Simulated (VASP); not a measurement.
# TaTi3 (Fm-3m) in VASP: single point with LDA

Aim: the single point of TaTi3 with LDA.

Everything below comes from runs of VASP 6.6.1. Logs are shortened: lines on timing, memory, paths and dates and some standing lists are left out, and cuts for length are marked.

## (1) The cell of the first run

It takes space group Fm-3m (No. 225, cubic). The conventional cell has a = 6.533 Å, b = 6.533 Å, c = 6.533 Å, α = 90.00°, β = 90.00°, γ = 90.00°. Ti (site symmetry -43m) has 10 Ti at 2.83 to 3.27 Å and 4 Ta at 2.83 Å within 3.7 Å. Ti (site symmetry m-3m) has 8 Ti at 2.83 Å and 6 Ta at 3.27 Å within 3.7 Å. Ta (site symmetry m-3m) has 14 Ti at 2.83 to 3.27 Å within 3.7 Å.

## (2) Single point, LDA

INCAR reads:

```
SYSTEM = TaTi3
  PREC = Accurate
  ENCUT = 500
  EDIFF = 1E-6
  ISMEAR = 1
  SIGMA = 0.01
  LREAL = .FALSE.
  LASPH = .TRUE.
  NELM = 120
  ALGO = Normal
  ISIF = 2
  LWAVE = .FALSE.
  LCHARG = .FALSE.
  GGA = CA
  ISYM = 0
  NBANDS = 32
  GGA_COMPAT = .FALSE.
```

KPOINTS reads:

```
Automatic mesh
0
Gamma
  5 5 5
  0.5 0.5 0.5
```

POSCAR reads:

```
TaTi3
1.0
    0.0000000000      3.2665280000      3.2665280000
    3.2665280000      0.0000000000      3.2665280000
    3.2665280000      3.2665280000      0.0000000000
Ti Ta
3 1
Direct
    0.2500000000      0.2500000000      0.2500000000
    0.7500000000      0.7500000000      0.7500000000
    0.5000000000      0.5000000000      0.5000000000
    0.0000000000      0.0000000000      0.0000000000
```

Potentials or basis: VASP PAW LDA potentials, release 64 (Ti_sv, Ta_pv).

Run with:

```
$ cat potpaw_LDA.64/Ti_sv/POTCAR potpaw_LDA.64/Ta_pv/POTCAR > POTCAR
$ mpirun -np 1 vasp_std > vasp.out
```

OUTCAR:

```text
SYSTEM = TaTi3
   PREC = Accurate
   ENCUT = 500
   EDIFF = 1E-6
   ISMEAR = 1
   LREAL = .FALSE.
   LASPH = .TRUE.
   NELM = 120
   ISIF = 2
   GGA = CA
   ISYM = 0

 ion  position               nearest neighbor table
   1  0.250  0.250  0.250-   4 2.83   4 2.83   4 2.83   3 2.83   4 2.83   3 2.83   3 2.83   3 2.83

   2  0.750  0.750  0.750-   3 2.83   3 2.83   3 2.83   3 2.83   4 2.83   4 2.83   4 2.83   4 2.83

   3  0.500  0.500  0.500-   1 2.83   1 2.83   1 2.83   1 2.83   2 2.83   2 2.83   2 2.83   2 2.83

   4  0.000  0.000  0.000-   2 2.83   2 2.83   2 2.83   1 2.83   2 2.83   1 2.83   1 2.83   1 2.83

IMPORTANT INFORMATION: All symmetrisations will be switched off!
NOSYMM: (Re-)initialisation of all symmetry stuff for point group C_1.

----------------------------------------------------------------------------------------

                                     Primitive cell

  volume of cell :      69.7090

  direct lattice vectors                    reciprocal lattice vectors
     0.000000000  3.266528000  3.266528000    -0.153067722  0.153067722  0.153067722
     3.266528000  0.000000000  3.266528000     0.153067722 -0.153067722  0.153067722
     3.266528000  3.266528000  0.000000000     0.153067722  0.153067722 -0.153067722

  length of vectors
     4.619568199  4.619568199  4.619568199     0.265121072  0.265121072  0.265121072

  position of ions in fractional coordinates (direct lattice)
     0.250000000  0.250000000  0.250000000
     0.750000000  0.750000000  0.750000000
     0.500000000  0.500000000  0.500000000
     0.000000000  0.000000000  0.000000000

  ion indices of the primitive-cell ions
   primitive index   ion index
                 1           1
                 2           2
                 3           3
                 4           4

----------------------------------------------------------------------------------------

 KPOINTS: Automatic mesh

Automatic generation of k-mesh.
 Grid dimensions read from file:
 generate k-points for:    5    5    5

 Generating k-lattice:

  Cartesian coordinates                     Fractional coordinates (reciprocal lattice)
    -0.030613544  0.030613544  0.030613544     0.200000000  0.000000000  0.000000000
     0.030613544 -0.030613544  0.030613544     0.000000000  0.200000000  0.000000000
     0.030613544  0.030613544 -0.030613544     0.000000000  0.000000000  0.200000000

  Length of vectors
     0.053024214  0.053024214  0.053024214

  Shift w.r.t. Gamma in fractional coordinates (k-lattice)
     0.500000000  0.500000000  0.500000000

 Subroutine IBZKPT returns following result:
 ===========================================

 Found    252 irreducible k-points:

 Following reciprocal coordinates:
            Coordinates               Weight
  0.100000  0.100000  0.100000      2.000000
  0.100000  0.000000  0.000000      2.000000
  0.000000  0.000000 -0.100000      2.000000
  0.000000  0.100000  0.000000      2.000000
  0.300000  0.100000  0.100000      2.000000
  0.100000  0.300000  0.100000      2.000000
[... 16 lines left out ...]
  0.000000  0.400000 -0.100000      2.000000
  0.400000  0.000000 -0.100000      2.000000
 [... further k-points ...]
   k-points           NKPTS =    252   k-points in BZ     NKDIM =    252   number of bands    NBANDS=     32
   number of dos      NEDOS =    301   number of ions     NIONS =      4
   total plane-waves  NPLWV =  46656
   dimension x,y,z NGX =    36 NGY =   36 NGZ =   36
   dimension x,y,z NGXF=    72 NGYF=   72 NGZF=   72
   ions per type =               3   1
   NGX,Y,Z   is equivalent  to a cutoff of  12.96, 12.96, 12.96 a.u.
   NGXF,Y,Z  is equivalent  to a cutoff of  25.91, 25.91, 25.91 a.u.
 SYSTEM =  TaTi3
   PREC   = accura    normal or accurate (medium, high low for compatibility)
   ISTART =      0    job   : 0-new  1-cont  2-samecut
   ICHARG =      2    charge: 1-file 2-atom 10-const
   ISPIN  =      1    spin polarized calculation?
   LNONCOLLINEAR =      F non collinear calculations
   LSORBIT =      F    spin-orbit coupling
   LASPH  =      T    aspherical Exc in radial PAW
   ENCUT  =  500.0 eV  36.75 Ry    6.06 a.u.   8.42  8.42  8.42*2*pi/ulx,y,z
   NELM   =    120;   NELMIN=  2; NELMDL= -5     # of ELM steps
   EDIFF  = 0.1E-05   stopping-criterion for ELM
   LREAL  =      F    real-space projection
   EDIFFG = 0.1E-04   stopping-criterion for IOM
   NSW    =      0    number of steps for IOM
   IBRION =     -1    ionic relax: 0-MD 1-quasi-New 2-CG
   NFREE  =      0    steps in history (QN), initial steepest desc. (CG)
   ISIF   =      2    stress and relaxation
   ISYM   =      0    0-nonsym 1-usesym 2-fastsym
   POTIM  = 0.5000    time-step for ionic-motion
   TEBEG  =    0.0;   TEEND  =   0.0 temperature during run
   PSTRESS=    0.0 pullay stress
   NELECT =      47.0000    total number of electrons
   NUPDOWN=      -1.0000    fix difference up-down
   EMIN   =  10.00;   EMAX   =-10.00  energy-range for DOS
   EFERMI =   0.00;   METHOD = LEGACY
   ISMEAR =     1;   SIGMA  =   0.01  broadening in eV -4-tet -1-fermi 0-gaus
   EFERMI_NEDOS =   21; number of points for ismear=-14 and -15
   IALGO  =     38    algorithm
   IMIX   =      4    mixing-type and parameters
     AMIX     =   0.40;   BMIX     =  1.00
     AMIX_MAG =   1.60;   BMIX_MAG =  1.00
  volume/ion in A,a.u.               =      17.43       117.60
  Fermi-wavevector in a.u.,A,eV,Ry     =   1.435526  2.712751 28.038001  2.060735
  Thomas-Fermi vector in A             =   2.554815
   LORBIT       =      0    0 simple, 1 ext, 2 COOP (PROOUT), +10 PAW based schemes
   GGA     = CA    functional components
   LHFCALC =     F    Hartree Fock is set to
   AEXX    =    0.0000 exact exchange contribution
   IVDW    =     0    specifies the selected vdW correction
   LEPSILON=     F    determine dielectric tensor
   LRPA    =     F    only Hartree local field effects (RPA)
 non-spin polarized calculation
 Methfessel and Paxton  Order N= 1 SIGMA  =   0.01
  energy-cutoff  :      500.00
  volume of cell :       69.71
 maximum number of plane-waves:      1795
 NGX is ok and might be reduce to    36
   NGX = 17   NGY = 17   NGZ = 17

 number of electron      46.9999990 magnetization

 Free energy of the ion-electron system (eV)
  ---------------------------------------------------
  ext. energy  EPLUGINS =         0.00000000
  ---------------------------------------------------
  free energy    TOTEN  =       -38.01554386 eV

  energy without entropy =      -38.01571822  energy(sigma->0) =      -38.01560198

 E-fermi :   7.2588     XC(G=0): -12.0813

 val. band max:        7.2485726747   @ k =  -0.4000  -0.2000  -0.1000
 cond. band min:       7.2660673156   @ k =   0.5000   0.5000   0.3000
 fundamental gap:      0.0174946409
 Fermi energy:         7.2587844317

 k-point     1 :       0.1000    0.1000    0.1000
  band No.  band energies     occupation
      1     -48.6024      2.00000
      2     -48.3086      2.00000
      3     -48.3018      2.00000
      4     -26.2733      2.00000
      5     -26.2733      2.00000
      6     -26.2725      2.00000
[... 24 lines left out ...]
     31      10.4451      0.00000
     32      11.1256      0.00000

 k-point     2 :       0.1000    0.0000    0.0000
  band No.  band energies     occupation
      1     -48.6024      2.00000
      2     -48.3086      2.00000
      3     -48.3018      2.00000
      4     -26.2733      2.00000
      5     -26.2733      2.00000
      6     -26.2725      2.00000
[... 24 lines left out ...]
     31      10.4451      0.00000
     32      11.1256      0.00000

 k-point     3 :       0.0000    0.0000   -0.1000
  band No.  band energies     occupation
      1     -48.6024      2.00000
      2     -48.3086      2.00000
      3     -48.3018      2.00000
      4     -26.2733      2.00000
      5     -26.2733      2.00000
      6     -26.2725      2.00000
[... 24 lines left out ...]
     31      10.4451      0.00000
     32      11.1256      0.00000

 k-point     4 :       0.0000    0.1000    0.0000
  band No.  band energies     occupation
      1     -48.6024      2.00000
      2     -48.3086      2.00000
      3     -48.3018      2.00000
      4     -26.2733      2.00000
      5     -26.2733      2.00000
      6     -26.2725      2.00000
[... 24 lines left out ...]
     31      10.4451      0.00000
     32      11.1256      0.00000

 k-point     5 :       0.3000    0.1000    0.1000
  band No.  band energies     occupation
      1     -48.5948      2.00000
      2     -48.3127      2.00000
      3     -48.3056      2.00000
      4     -26.2879      2.00000
      5     -26.2787      2.00000
      6     -26.2736      2.00000
[... 584 lines left out ...]
     31      10.0584      0.00000
     32      10.3173      0.00000

 k-point    22 :       0.1000   -0.4000    0.0000
  band No.  band energies     occupation
      1     -48.5856      2.00000
      2     -48.3169      2.00000
      3     -48.3112      2.00000
      4     -26.2917      2.00000
      5     -26.2917      2.00000
      6     -26.2735      2.00000
[... 24 lines left out ...]
     31      10.0584      0.00000
     32      10.3173      0.00000

 k-point    23 :       0.0000    0.4000   -0.1000
  band No.  band energies     occupation
      1     -48.5856      2.00000
      2     -48.3169      2.00000
      3     -48.3112      2.00000
      4     -26.2917      2.00000
      5     -26.2917      2.00000
      6     -26.2735      2.00000
[... 24 lines left out ...]
     31      10.0584      0.00000
     32      10.3173      0.00000

 k-point    24 :       0.4000    0.0000   -0.1000
  band No.  band energies     occupation
      1     -48.5856      2.00000
      2     -48.3169      2.00000
      3     -48.3112      2.00000
      4     -26.2917      2.00000
      5     -26.2917      2.00000
      6     -26.2735      2.00000
[... 24 lines left out ...]
     31      10.0584      0.00000
     32      10.3173      0.00000

 [... further k-points ...]

------------------------ aborting loop because EDIFF is reached ----------------------------------------

  FORCE on cell =-STRESS in cart. coord.  units (eV):
  Direction    XX          YY          ZZ          XY          YZ          ZX
  --------------------------------------------------------------------------------------
  -------------------------------------------------------------------------------------
  Total       -4.2342294     -4.2342257     -4.2342244      0.0000127      0.0000114      0.0000020
  in kB      -97.3185908    -97.3185054    -97.3184760      0.0002927      0.0002619      0.0000455
  external PRESSURE =     -97.3185241 kB  Pullay stress =       0.0000000 kB

 VOLUME and BASIS-vectors are now :
 -----------------------------------------------------------------------------
  energy-cutoff  :      500.00
  volume of cell :       69.71
      direct lattice vectors                 reciprocal lattice vectors
     0.000000000  3.266528000  3.266528000    -0.153067722  0.153067722  0.153067722
     3.266528000  0.000000000  3.266528000     0.153067722 -0.153067722  0.153067722
     3.266528000  3.266528000  0.000000000     0.153067722  0.153067722 -0.153067722

 POSITION                                       TOTAL-FORCE (eV/Angst)
 -----------------------------------------------------------------------------------
      1.63326      1.63326      1.63326         0.000001     -0.000001      0.000001
      4.89979      4.89979      4.89979         0.000001     -0.000001     -0.000001
      3.26653      3.26653      3.26653        -0.000003      0.000001      0.000000
      0.00000      0.00000      0.00000         0.000001      0.000000      0.000000
 -----------------------------------------------------------------------------------
    total drift:                               -0.000004     -0.000001     -0.000000

  FREE ENERGIE OF THE ION-ELECTRON SYSTEM (eV)
  ---------------------------------------------------
  free  energy   TOTEN  =       -38.0155438645 eV

  energy  without entropy=      -38.0157182209  energy(sigma->0) =      -38.01560198
```

Wall time 5 min (1 thread of Intel Xeon 6975P-C (Granite Rapids), shared host); peak memory 0.53 GiB.

What came out:

```yaml
Free_energy: -38.0155 eV
Pressure: -9.7 GPa
Band_gap_on_the_k_mesh: zero (an odd number of electrons rules out a gap without spin polarisation)
```

Caveat: the cell stands under tension; spin-orbit coupling is left out, which moves the levels of the heavy elements.
